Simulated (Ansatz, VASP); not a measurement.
# Two plane-wave programs on TiAl3

```
CELL_PARAMETERS angstrom
3.95567 0.00000 0.00000
0.00000 3.95567 0.00000
0.00000 0.00000 3.95567
ATOMIC_POSITIONS crystal
Ti 0.00000 0.00000 0.00000
Al 0.50000 0.50000 0.00000
Al 0.50000 0.00000 0.50000
Al 0.00000 0.50000 0.50000
```

Alike in both runs: task single point; functional PBE; k mesh 4 × 4 × 4; occupations gaussian, width 0.1 eV; no spin polarisation.

|  | VASP | Ansatz |
| --- | --- | --- |
| version | VASP 6.6.1 | Ansatz 0.2.0 |
| potentials or method | VASP PAW PBE potentials, release 64 (Ti_sv, Al), cutoff 520 eV | scalar-relativistic, plane waves, PAW |
| valence electrons in the cell | 21 | 21 |

```csv
,VASP,Ansatz,Ansatz less VASP
gap on the k mesh at the Fermi level (eV),none,none,-
pressure (GPa),2.1,2.1,0.00
```

A gap of «none» marks a metal or a gap that the smearing closes.

The k mesh is coarse, so the values compare programs but aren't converged.
